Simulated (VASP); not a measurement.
Input of a VASP 6.6.1 run:

INCAR

```
  PREC = Accurate
  ENCUT = 520
  EDIFF = 1E-6
  ISMEAR = -1
  SIGMA = 0.05
  LREAL = F
  LASPH = T
  NELM = 60
  ALGO = Normal
  ISIF = 2
  LWAVE = F
  LCHARG = T
  GGA = PE
  LELF = T
  LVHAR = T
  NBANDS = 16
```

Contents of KPOINTS:

```
Automatic mesh
0
Gamma
  13 13 7
```

The input POSCAR:

```
AlN
1.0
    3.0408824389      0.0000000000      0.0000000000
   -1.5204412195      2.6334814420      0.0000000000
    0.0000000000      0.0000000000      3.7480793886
Al N
2 2
Direct
    0.3333333333      0.6666666667     -0.0620000534
    0.6666666667      0.3333333333      0.4379999466
    0.3333333333      0.6666666667      0.4380000534
    0.6666666667      0.3333333333      0.9380000534
```

Potentials or basis: VASP PAW PBE potentials, release 64 (Al, N).

Command:

```bash
$ cat potpaw_PBE.64/Al/POTCAR potpaw_PBE.64/N/POTCAR > POTCAR
$ mpirun -np 1 vasp_std > vasp.out
```

Task: What does it give for the pressure?

Result: 100.3 GPa.

Task: Predict the band gap on the k mesh.

Result: 4.68 eV (least direct gap 5.27 eV).

Caveat: the cell stands under pressure. A k mesh can miss the band edges.
